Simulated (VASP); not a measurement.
# Be3ZnSe4 (P1) in VASP: relaxation of cell and atoms with PBE

Aim: the relaxation of cell and atoms of Be3ZnSe4 with PBE.

Everything below comes from runs of VASP 6.6.1. Logs are shortened: lines on timing, memory, paths and dates and some standing lists are left out, and cuts for length are marked.

### 1 The cell of the first run

The typed cell holds 8 atoms: a = 3.755 Å, b = 3.706 Å, c = 12.308 Å, α = 91.80°, β = 88.87°, γ = 119.42°.

### 2 Relaxation of cell and atoms, PBE

INCAR

```
PREC = Accurate
ENCUT = 600
EDIFF = 1E-6
ISMEAR = 0
SIGMA = 0.1
LREAL = False
LASPH = True
NELM = 100
ALGO = Normal
ISIF = 3
LWAVE = False
LCHARG = False
GGA = PE
IBRION = 2
NSW = 80
EDIFFG = -0.025
```

KPOINTS

```
regular mesh
0
Gamma
  6 6 1
```

POSCAR

```
Be3ZnSe4
1.0
    3.7546189713      0.0332902406      0.0370058099
   -1.8484793415      3.2113465754     -0.0581843629
    0.1225708963     -0.1517659798     12.3062367472
Be Zn Se
3 1 4
Direct
    0.6479332493      0.3336955762      0.0084747303
    0.6564160099      0.2799754534      0.4969805427
   -0.0024798435     -0.0190170982      0.2504437098
    0.0031158231     -0.0087687180      0.7651934032
    0.6120339634      0.3044344406      0.1963119288
    0.6944486000      0.3642873396      0.6734895275
    0.0178082757      0.0520053617      0.4369859938
    0.0373905889      0.0267209779      0.9421201640
```

Potentials or basis: VASP PAW PBE potentials, release 64 (Be, Zn, Se).

Run with:

```bash
$ cat potpaw_PBE.64/Be/POTCAR potpaw_PBE.64/Zn/POTCAR potpaw_PBE.64/Se/POTCAR > POTCAR
$ mpirun -np 1 vasp_std > vasp.out
```

OUTCAR:

```text
PREC = Accurate
   ENCUT = 600
   EDIFF = 1E-6
   ISMEAR = 0
   LREAL = False
   LASPH = True
   NELM = 100
   ISIF = 3
   GGA = PE
   IBRION = 2
   NSW = 80
   EDIFFG = -0.025

 ion  position               nearest neighbor table
   1  0.648  0.334  0.008-   8 2.16   5 2.32   8 2.37   8 2.41
   2  0.656  0.280  0.497-   7 2.04   6 2.18   7 2.25
   3  0.998  0.981  0.250-   5 2.12   5 2.28   7 2.30   5 2.40
   4  0.003  0.991  0.765-   8 2.18   6 2.29   6 2.50   6 2.53
   5  0.612  0.304  0.196-   3 2.12   3 2.28   1 2.32   3 2.40
   6  0.694  0.364  0.673-   2 2.18   4 2.29   4 2.50   4 2.53
   7  0.018  0.052  0.437-   2 2.04   2 2.25   3 2.30
   8  0.037  0.027  0.942-   1 2.16   4 2.18   1 2.37   1 2.41

  LATTYP: Found a triclinic cell.
 ALAT       =     3.7058073511
 B/A-ratio  =     1.0154804297
 C/A-ratio  =     3.7938799252
 COS(alpha) =     0.0028877211
 COS(beta)  =     0.4222260954
 COS(gamma) =     0.4945950960

  Lattice vectors:

 A1 = (  -1.8484793415,   3.2113465754,  -0.0581843629)
 A2 = (   1.9061396298,   3.2446368160,  -0.0211785530)
 A3 = (  -5.7256692091,   3.3298223146, -12.4014269200)

Analysis of symmetry for initial positions (statically):
=====================================================================
 Subroutine PRICEL returns:
 Original cell was already a primitive cell.

 Routine SETGRP: Setting up the symmetry group for a
 triclinic supercell.

 Subroutine GETGRP returns: Found  1 space group operations
 (whereof  1 operations were pure point group operations)
 out of a pool of  2 trial point group operations.

The static configuration has the point symmetry C_1 .

Analysis of symmetry for dynamics (positions and initial velocities):
=====================================================================
 Subroutine PRICEL returns:
 Original cell was already a primitive cell.

 Routine SETGRP: Setting up the symmetry group for a
 triclinic supercell.

 Subroutine GETGRP returns: Found  1 space group operations
 (whereof  1 operations were pure point group operations)
 out of a pool of  2 trial point group operations.

The dynamic configuration has the point symmetry C_1 .

 Subroutine INISYM returns: Found  1 space group operations
 (whereof  1 operations are pure point group operations),
 and found     1 'primitive' translations

----------------------------------------------------------------------------------------

                                     Primitive cell

  volume of cell :     149.1007

  direct lattice vectors                    reciprocal lattice vectors
     3.754618971  0.033290241  0.037005810     0.264993779  0.152519009 -0.000758423
    -1.848479342  3.211346575 -0.058184363    -0.002785324  0.309862333  0.003849102
     0.122570896 -0.151765980 12.306236747    -0.000810026  0.001006405  0.081280089

  length of vectors
     3.754948906  3.705807351 12.307782880     0.305752067  0.309898757  0.081290356

  position of ions in fractional coordinates (direct lattice)
     0.647933249  0.333695576  0.008474730
     0.656416010  0.279975453  0.496980543
     0.997520157  0.980982902  0.250443710
     0.003115823  0.991231282  0.765193403
     0.612033963  0.304434441  0.196311929
     0.694448600  0.364287340  0.673489528
     0.017808276  0.052005362  0.436985994
     0.037390589  0.026720978  0.942120164

  ion indices of the primitive-cell ions
   primitive index   ion index
                 1           1
                 2           2
                 3           3
                 4           4
                 5           5
                 6           6
                 7           7
                 8           8

----------------------------------------------------------------------------------------

 KPOINTS: regular mesh

Automatic generation of k-mesh.
 Grid dimensions read from file:
 generate k-points for:    6    6    1

 Generating k-lattice:

  Cartesian coordinates                     Fractional coordinates (reciprocal lattice)
     0.044165630  0.025419835 -0.000126404     0.166666667 -0.000000000  0.000000000
    -0.000464221  0.051643722  0.000641517     0.000000000  0.166666667  0.000000000
    -0.000810026  0.001006405  0.081280089    -0.000000000 -0.000000000  1.000000000

  Length of vectors
     0.050958678  0.051649793  0.081290356

  Shift w.r.t. Gamma in fractional coordinates (k-lattice)
     0.000000000  0.000000000  0.000000000

 Subroutine IBZKPT returns following result:
 ===========================================

 Found     20 irreducible k-points:

 Following reciprocal coordinates:
            Coordinates               Weight
  0.000000  0.000000  0.000000      1.000000
  0.166667  0.000000  0.000000      2.000000
  0.333333 -0.000000  0.000000      2.000000
  0.500000 -0.000000  0.000000      1.000000
 -0.000000  0.166667  0.000000      2.000000
  0.166667  0.166667  0.000000      2.000000
[... 12 lines left out ...]
  0.333333  0.500000  0.000000      2.000000
  0.500000  0.500000  0.000000      1.000000
   k-points           NKPTS =     20   k-points in BZ     NKDIM =     20   number of bands    NBANDS=     26
   number of dos      NEDOS =    301   number of ions     NIONS =      8
   total plane-waves  NPLWV =  88200
   dimension x,y,z NGX =    30 NGY =   30 NGZ =   98
   dimension x,y,z NGXF=    60 NGYF=   60 NGZF=  196
   ions per type =               3   1   4
   NGX,Y,Z   is equivalent  to a cutoff of  13.28, 13.46, 13.24 a.u.
   NGXF,Y,Z  is equivalent  to a cutoff of  26.56, 26.92, 26.47 a.u.
 SYSTEM =  unknown system
   PREC   = accura    normal or accurate (medium, high low for compatibility)
   ISTART =      0    job   : 0-new  1-cont  2-samecut
   ICHARG =      2    charge: 1-file 2-atom 10-const
   ISPIN  =      1    spin polarized calculation?
   LNONCOLLINEAR =      F non collinear calculations
   LSORBIT =      F    spin-orbit coupling
   LASPH  =      T    aspherical Exc in radial PAW
   ENCUT  =  600.0 eV  44.10 Ry    6.64 a.u.   7.50  7.40 24.58*2*pi/ulx,y,z
   NELM   =    100;   NELMIN=  2; NELMDL= -5     # of ELM steps
   EDIFF  = 0.1E-05   stopping-criterion for ELM
   LREAL  =      F    real-space projection
   EDIFFG = -.3E-01   stopping-criterion for IOM
   NSW    =     80    number of steps for IOM
   IBRION =      2    ionic relax: 0-MD 1-quasi-New 2-CG
   NFREE  =      1    steps in history (QN), initial steepest desc. (CG)
   ISIF   =      3    stress and relaxation
   ISYM   =      2    0-nonsym 1-usesym 2-fastsym
   POTIM  = 0.5000    time-step for ionic-motion
   TEBEG  =    0.0;   TEEND  =   0.0 temperature during run
   PSTRESS=    0.0 pullay stress
   NELECT =      42.0000    total number of electrons
   NUPDOWN=      -1.0000    fix difference up-down
   EMIN   =  10.00;   EMAX   =-10.00  energy-range for DOS
   EFERMI =   0.00;   METHOD = LEGACY
   ISMEAR =     0;   SIGMA  =   0.10  broadening in eV -4-tet -1-fermi 0-gaus
   EFERMI_NEDOS =   21; number of points for ismear=-14 and -15
   IALGO  =     38    algorithm
   IMIX   =      4    mixing-type and parameters
     AMIX     =   0.40;   BMIX     =  1.00
     AMIX_MAG =   1.60;   BMIX_MAG =  1.00
  volume/ion in A,a.u.               =      18.64       125.77
  Fermi-wavevector in a.u.,A,eV,Ry     =   1.073161  2.027979 15.669469  1.151674
  Thomas-Fermi vector in A             =   2.208952
   LORBIT       =      0    0 simple, 1 ext, 2 COOP (PROOUT), +10 PAW based schemes
   GGA     = PE    functional components
   LHFCALC =     F    Hartree Fock is set to
   AEXX    =    0.0000 exact exchange contribution
   IVDW    =     0    specifies the selected vdW correction
   LEPSILON=     F    determine dielectric tensor
   LRPA    =     F    only Hartree local field effects (RPA)
 conjugate gradient relaxation of ions
 non-spin polarized calculation
 Gauss-broadening in eV      SIGMA  =   0.10
  energy-cutoff  :      600.00
  volume of cell :      149.10
 maximum number of plane-waves:      5007
 NGX is ok and might be reduce to    30
   NGX = 15   NGY = 15   NGZ = 49

--------------------------------------- Ionic step        1  -------------------------------------------

 number of electron      42.0000014 magnetization

 Free energy of the ion-electron system (eV)
  ---------------------------------------------------
  ext. energy  EPLUGINS =         0.00000000
  ---------------------------------------------------
  free energy    TOTEN  =       -31.25186657 eV

  energy without entropy =      -31.25186657  energy(sigma->0) =      -31.25186657

------------------------ aborting loop because EDIFF is reached ----------------------------------------

  FORCE on cell =-STRESS in cart. coord.  units (eV):
  Direction    XX          YY          ZZ          XY          YZ          ZX
  --------------------------------------------------------------------------------------
  -------------------------------------------------------------------------------------
  Total        1.8091905      2.0091846      5.3334673     -0.4630854      2.3893383     -1.0656978
  in kB       19.4408461     21.5899042     57.3113327     -4.9761328     25.6748855    -11.4515679
  external PRESSURE =      32.7806944 kB  Pullay stress =       0.0000000 kB
[... 107 lines left out ...]
  FREE ENERGIE OF THE ION-ELECTRON SYSTEM (eV)
  ---------------------------------------------------
  free  energy   TOTEN  =       -32.0378477595 eV

  energy  without entropy=      -32.0378477595  energy(sigma->0) =      -32.03784776

[... ionic steps 4 to 17 ...]

--------------------------------------- Ionic step       18  -------------------------------------------

 number of electron      41.9999998 magnetization

------------------------ aborting loop because EDIFF is reached ----------------------------------------

  FORCE on cell =-STRESS in cart. coord.  units (eV):
  Direction    XX          YY          ZZ          XY          YZ          ZX
  --------------------------------------------------------------------------------------
  -------------------------------------------------------------------------------------
  Total        0.0248990     -0.0037573      0.1129883      0.0205697     -0.0037617      0.0130273
  in kB        0.2638250     -0.0398113      1.1972039      0.2179526     -0.0398579      0.1380344
  external PRESSURE =       0.4737392 kB  Pullay stress =       0.0000000 kB
[... 69 lines left out ...]
  energy  without entropy=      -32.2698994833  energy(sigma->0) =      -32.26989948

--------------------------------------- Ionic step       20  -------------------------------------------

 number of electron      41.9999997 magnetization

 Free energy of the ion-electron system (eV)
  ---------------------------------------------------
  ext. energy  EPLUGINS =         0.00000000
  ---------------------------------------------------
  free energy    TOTEN  =       -32.27008013 eV

  energy without entropy =      -32.27008013  energy(sigma->0) =      -32.27008013

 E-fermi :   3.5420     XC(G=0):  -9.3050

 val. band max:        3.0818846676   @ k =   0.0000   0.0000   0.0000
 cond. band min:       5.6735722243   @ k =   0.0000   0.5000   0.0000
 fundamental gap:      2.5916875567
 Fermi energy:         3.5420440034

 k-point     1 :       0.0000    0.0000    0.0000
  band No.  band energies     occupation
      1     -10.8827      2.00000
      2     -10.4485      2.00000
      3     -10.3064      2.00000
      4      -9.7227      2.00000
      5      -3.6894      2.00000
      6      -3.6885      2.00000
[... 604 lines left out ...]
  FREE ENERGIE OF THE ION-ELECTRON SYSTEM (eV)
  ---------------------------------------------------
  free  energy   TOTEN  =       -32.2700801334 eV

  energy  without entropy=      -32.2700801334  energy(sigma->0) =      -32.27008013

 reached required accuracy - stopping structural energy minimisation
```

It took 34 min on 1 thread of Intel Xeon 8259CL, shared host; peak memory 0.36 GiB.

Results:

* Free energy: -32.2701 eV
* Relaxed volume: 18.92 Å³/atom
* Relaxed cell: a = 3.752 Å, b = 3.752 Å, c = 12.418 Å, α = 89.96°, β = 90.03°, γ = 120.03°
* Space group after relaxing (to 0.05 Å): P3m1 (No. 156)
* Energy gained by relaxing: 127.3 meV/atom
* Ionic steps: 20
* Pressure after relaxing: 0.0 GPa
* Largest force after relaxing: 0.014 eV/Å
* Band gap on the k mesh: 2.59 eV, indirect (least direct gap 2.62 eV)

Forces on the atoms (eV/Å):
```
Be   0.004  0.003 -0.001
Be   0.001  0.006  0.012
Be  -0.005 -0.007  0.007
Zn  -0.005 -0.005  0.009
Se  -0.001 -0.001 -0.005
Se  -0.008 -0.006 -0.005
Se   0.008  0.008 -0.007
Se   0.006  0.002 -0.009
```

Step by step:
```csv
step,energy change (eV),largest force (eV/Å),pressure (GPa),volume (Å³)
1,0.0000,3.1071,3.28,149.10
2,-0.7853,0.8208,-2.23,157.42
3,-0.7860,0.8225,-2.11,157.09
4,-0.9355,0.6716,-0.26,152.30
5,-0.9541,0.5718,0.81,150.02
6,-0.9999,0.1882,0.26,150.85
7,-1.0027,0.1514,0.12,151.10
8,-1.0094,0.1079,-0.10,151.50
9,-1.0104,0.0862,-0.19,151.71
10,-1.0123,0.0696,0.04,151.19
11,-1.0126,0.0777,0.13,150.97
12,-1.0142,0.0679,0.06,151.14
13,-1.0155,0.0826,-0.11,151.48
14,-1.0166,0.0579,0.02,151.21
15,-1.0169,0.0432,0.11,151.05
16,-1.0176,0.0326,-0.04,151.35
17,-1.0176,0.0347,-0.10,151.44
18,-1.0180,0.0342,0.05,151.21
19,-1.0180,0.0346,0.04,151.19
20,-1.0182,0.0140,-0.03,151.33
```

Final structure:
```xyz
8
Lattice="3.7519 -0.0008 -0.0007 -1.8768 3.2485 0.0005 -0.0047 0.0046 12.4179" Properties=species:S:1:pos:R:3 pbc="T T T"
Be    1.8692    1.0809    0.1561
Be    1.8715    1.0785    6.1147
Be   -0.0007    0.0030    3.1456
Zn    0.0052    0.0092    9.3888
Se    1.8745    1.0846    2.4107
Se    1.8808    1.0903    8.3545
Se    1.8701    3.2441    5.3927
Se    1.8642    3.2512   11.8510
```

Levels at points of the mesh, in eV from the valence-band top:
| k point | band 17 | band 18 | band 19 | band 20 | band 21 | band 22 | band 23 | band 24 | band 25 | band 26 |
| --- | --- | --- | --- | --- | --- | --- | --- | --- | --- | --- |
| (0.00, 0.00, 0.00) | -0.88 | -0.88 | -0.62 | -0.01 | 0.00 | 2.62 | 3.09 | 3.49 | 3.72 | 4.32 |
| (0.50, 0.00, 0.00) | -2.49 | -2.42 | -2.19 | -2.05 | -1.12 | 2.60 | 2.81 | 3.21 | 3.96 | 4.08 |
| (0.00, 0.50, 0.00) | -2.49 | -2.41 | -2.18 | -2.05 | -1.13 | 2.59 | 2.80 | 3.20 | 3.97 | 4.08 |
| (0.50, 0.50, 0.00) | -2.49 | -2.42 | -2.18 | -2.05 | -1.12 | 2.59 | 2.81 | 3.21 | 3.98 | 4.09 |

Caveat: the k points lie up to 0.51 Å⁻¹ apart in the final cell. A k mesh can miss the band edges.
